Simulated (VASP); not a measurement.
Input of a VASP 6.6.1 run:

The input INCAR:

```
SYSTEM = ZrC7
PREC     = Accurate       ! precision mode
ENCUT    = 520            ! plane-wave cutoff, eV
EDIFF    = 1E-7           ! SCF threshold, eV
ISMEAR   = 0              ! smearing method
SIGMA    = 0.1            ! smearing width, eV
LREAL    = .False.        ! projectors in reciprocal space
LASPH    = .True.         ! aspherical terms in the spheres
NELM     = 100            ! most SCF steps
ALGO     = Normal         ! electronic algorithm
ISIF     = 2              ! what is computed and relaxed
LWAVE    = .False.        ! write WAVECAR
LCHARG   = .False.        ! write CHGCAR
GGA      = PE             ! functional
NBANDS   = 30             ! bands
```

KPOINTS

```
regular mesh
0
Gamma
  4 4 4
  0 0 0
```

Contents of POSCAR:

```
ZrC7
1.0
    5.1740352200      0.0000000000      0.0000000000
    0.0000000000      5.1740352200      0.0000000000
    0.0000000000      0.0000000000      5.1740352200
Zr C
1 7
Direct
    0.0000000000      0.0000000000      0.0000000000
    0.2526152100      0.2526152100      0.2526152100
    0.0000000000      0.5000000000      0.5000000000
    0.5000000000      0.5000000000      0.0000000000
    0.5000000000      0.0000000000      0.5000000000
    0.7473847900      0.2526152100      0.7473847900
    0.7473847900      0.7473847900      0.2526152100
    0.2526152100      0.7473847900      0.7473847900
```

Potentials or basis: VASP PAW PBE potentials, release 64 (Zr_sv, C).

Launch:

```bash
$ cat potpaw_PBE.64/Zr_sv/POTCAR potpaw_PBE.64/C/POTCAR > POTCAR
$ mpirun -np 1 vasp_std > vasp.out
```

(1) What does it give for the pressure?

(2) What does it give for the largest force?

(3) Predict the band gap on the k mesh.

Results:

(1) -32.3 GPa.

(2) 1.290 eV/Å.

(3) 0.45 eV, indirect (least direct gap 0.75 eV).

Caveat: forces of over 1 eV/Å act on the atoms, so gaps and moduli don't describe the material at rest.
